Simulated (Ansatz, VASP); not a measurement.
## One calculation of PbSe, two programs

Contents of INCAR:

```
  PREC = Accurate
  ENCUT = 520
  EDIFF = 1E-6
  ISMEAR = -1
  SIGMA = 0.01
  LREAL = False
  LASPH = True
  NELM = 60
  ALGO = Normal
  ISIF = 2
  LWAVE = False
  LCHARG = False
  GGA = PE
  NBANDS = 17
```

Contents of KPOINTS:

```
regular mesh
0
Gamma
  9 9 9
```

The input POSCAR:

```
PbSe
1.0
    0.0000000000      3.0415980385      3.0415980385
    3.0415980385      0.0000000000      3.0415980385
    3.0415980385      3.0415980385      0.0000000000
Pb Se
1 1
Direct
    0.0000000000      0.0000000000      0.0000000000
    0.5000000000      0.5000000000      0.5000000000
```

Input for Ansatz:

```yaml
crystal:
  lattice:
    - [0.0, 3.0415980385, 3.0415980385]
    - [3.0415980385, 0.0, 3.0415980385]
    - [3.0415980385, 3.0415980385, 0.0]
  atoms:
    - { symbol: Pb, position: [0.0, 0.0, 0.0] }
    - { symbol: Se, position: [0.5, 0.5, 0.5] }
kpoints:
  mp_grid: { grid: [9, 9, 9] }
scf:
  occupations: { method: fermi_dirac, width: 0.01 }
hamiltonian:
  xc: pbe
  pseudopotentials: { kind: all_electron, lapw: { basis_error: 0.00025 } }
output:
  forces: true
  stress: true
  eigenvalues: true
```

Change from the starting cell: volume scaled by 0.98.

Alike in both runs: task single point; functional PBE; k mesh 9 × 9 × 9; occupations fermi-dirac, width 0.01 eV; no spin polarisation.

```csv
,VASP,Ansatz
version,VASP 6.6.1,Ansatz 0.2.0
potentials or method,"VASP PAW PBE potentials, release 64 (Pb_d, Se), cutoff 520 eV","all-electron LAPW, scalar-relativistic"
```

```csv
,VASP,Ansatz,Ansatz less VASP
pressure (GPa),3.5,3.5,+0.02
```

Ansatz ran all-electron here, and VASP with PAW potentials.

Neither program's run includes spin-orbit coupling.
